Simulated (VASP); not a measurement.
Set up this calculation in VASP 6.6.1, as the native input.

```yaml
Task: single point
Functional: PBE
Potentials_or_basis: VASP PAW PBE potentials, release 64 (Bi_d, N)
Cutoff: 520 eV
k_mesh: 10 × 10 × 10
Occupations: gaussian, width 0.05 eV
Spin: no spin polarisation
Dipole_correction: no
Further_INCAR_settings: ALGO = Normal; EDIFF = 1e-06; NBANDS = 17
```

The structure of BiN lies in POSCAR:

```
BiN
1.0
    0.0000000000      2.8126358358      2.8126358358
    2.8126358358      0.0000000000      2.8126358358
    2.8126358358      2.8126358358      0.0000000000
Bi N
1 1
Direct
    0.0000000000      0.0000000000      0.0000000000
    0.2500000000      0.2500000000      0.2500000000
```

This cell differs from its parent crystal: volume scaled by 1.040.

One way to write it, as run:

INCAR

```
SYSTEM = BiN
ALGO = Normal
EDIFF = 1E-6
ENCUT = 520
GGA = PE
ISIF = 2
ISMEAR = 0
LASPH = .True.
LCHARG = .False.
LREAL = .False.
LWAVE = .False.
NBANDS = 17
NELM = 80
PREC = Accurate
SIGMA = 0.05
```

KPOINTS

```
k-points
0
Gamma
  10 10 10
  0 0 0
```

Potentials or basis: VASP PAW PBE potentials, release 64 (Bi_d, N).

Run with:

```bash
$ cat potpaw_PBE.64/Bi_d/POTCAR potpaw_PBE.64/N/POTCAR > POTCAR
$ mpirun -np 1 vasp_std > vasp.out
```

It gave:

```yaml
Pressure: -3.0 GPa
Band_gap_on_the_k_mesh: zero (band 10 reaches 6.02 eV, above the bottom of band 11 at 5.46 eV)
```

Caveat: spin-orbit coupling is left out, which moves the levels of the heavy elements.

Wall time 44 s on 1 thread of Intel(R) Xeon(R) Platinum 8488C (Sapphire Rapids), with other jobs on the host, peak memory 0.19 GiB.
